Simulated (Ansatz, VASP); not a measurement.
KCl: VASP beside Ansatz

```xyz
2
Lattice="0.0000 3.1465 3.1465 3.1465 0.0000 3.1465 3.1465 3.1465 0.0000" Properties=species:S:1:pos:R:3 pbc="T T T"
K     0.0000    0.0000    0.0000
Cl    3.1465    3.1465    3.1465
```

Alike in both runs: task single point; functional PBE-based screened hybrid with a share of 0.15 of exact exchange and HFSCREEN = 0.2; k mesh 4 × 4 × 4; occupations fermi-dirac, width 0.05 eV; no spin polarisation.

|  | VASP | Ansatz |
| --- | --- | --- |
| version | VASP 6.6.1 | Ansatz 0.2.0 |
| potentials or method | VASP PAW PBE potentials, release 64 (K_sv, Cl) | Ansatz PAW |
| plane-wave cutoff (eV) | 520 | 420 |
| valence electrons in the cell | 16 | 16 |

```csv
,VASP,Ansatz,Ansatz less VASP
gap on the k mesh at the Fermi level (eV),5.98,5.98,+0.003
least direct gap on the mesh (eV),5.98,5.98,+0.003
pressure (GPa),0.6,0.6,-0.03
```

VASP's potentials were made for PBE, not for PBE-based screened hybrid. The functional is the same, so the differences come from potentials, cutoffs and numerics.

The k mesh is coarse, so the values compare programs but aren't converged.
